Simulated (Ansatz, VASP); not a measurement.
Two plane-wave programs on Li

```
Li
1.0
     0.00000    2.20200    2.20200
     2.20200    0.00000    2.20200
     2.20200    2.20200    0.00000
Li
1
Direct
  0.00000 0.00000 0.00000
```

Alike in both runs: task relaxation of cell and atoms; functional PBEsol; k mesh 10 × 10 × 10; occupations fermi-dirac, width 0.05 eV; no spin polarisation.

```csv
,VASP,Ansatz
version,VASP 6.6.1,Ansatz 0.2.0
potentials or method,"VASP PAW PBE potentials, release 64 (Li_sv)",Ansatz PAW
plane-wave cutoff (eV),600,420
valence electrons in the cell,3,3
```

|  | VASP | Ansatz | Ansatz less VASP |
| --- | --- | --- | --- |
| gap on the k mesh at the Fermi level, each at its own relaxed structure (eV) | none | none | - |
| relaxed volume (Å³/atom) | 19.96 | 20.16 | +0.204 |
| relaxed length of the cell vector where the two differ most in proportion (Å) | 3.045 | 3.055 | +0.0103 |

VASP's potentials were made for PBE, not for PBEsol. A gap of «none» marks a metal or a gap that the smearing closes.

Noted on VASP's run: the cutoff is under 1.25 times that of the potentials, so the pressure is a little rough. Noted on Ansatz's run: the plane-wave basis is chosen anew once the cell has moved, so the energies of steps on either side of that aren't comparable.
